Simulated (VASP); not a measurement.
Runs of VASP 6.6.1 on SnO2 (Cassiterite). The structure is that of space group P4_2/mnm (No. 136), or close to it. The cells are those of the table. 

```tsv
task	cell	cutoff (eV)	smearing	gap on the mesh (eV)	pressure (GPa)	largest force (eV/Å)
single point	a = 5.035, b = 5.035, c = 3.274 Å, 6 atoms	520	gaussian 0.02 eV	-	(a)	0.03
single point	a = 4.767, b = 4.767, c = 3.221 Å, 6 atoms	520	gaussian 0.02 eV	0.97	(d)	0.01
single point	a = 4.706, b = 4.706, c = 3.203 Å, 6 atoms	520	gaussian 0.02 eV	(c)	13.0	0.01
single point	a = 4.950, b = 4.950, c = 3.265 Å, 6 atoms	520	gaussian 0.02 eV	0.19	(b)	0.02
relaxation of shape and atoms at fixed volume	relaxed from a = 5.011, b = 5.011, c = 3.305 Å, 6 atoms	600	gaussian 0.02 eV	-	-11.7	-
single point	a = 4.582, b = 4.582, c = 3.162 Å, 6 atoms	520	gaussian 0.02 eV	2.08	30.8	0.01
single point	a = 4.827, b = 4.827, c = 3.238 Å, 6 atoms	520	gaussian 0.02 eV	0.67	0.6	0.01
relaxation of cell and atoms	relaxed from a = 4.827, b = 4.827, c = 3.238 Å, 6 atoms	600	gaussian 0.01 eV	0.64	0.0	-
single point	a = 4.827, b = 4.827, c = 3.238 Å, 6 atoms	600	gaussian 0.01 eV	0.67	0.4	0.02
```

Alike in all rows: level PBE; potentials or basis VASP PAW PBE potentials, release 64 (Sn_d, O); no spin polarisation; k mesh 6 × 6 × 8.

Q: Fill in the values left out.

A: (a) -11.4; (b) -7.7; (c) 1.30; (d) 6.2.

Caveats: spin-orbit coupling is left out, which moves the levels of the heavy elements.

A k mesh can miss the band edges, and the runs leave out spin-orbit coupling on Sn.
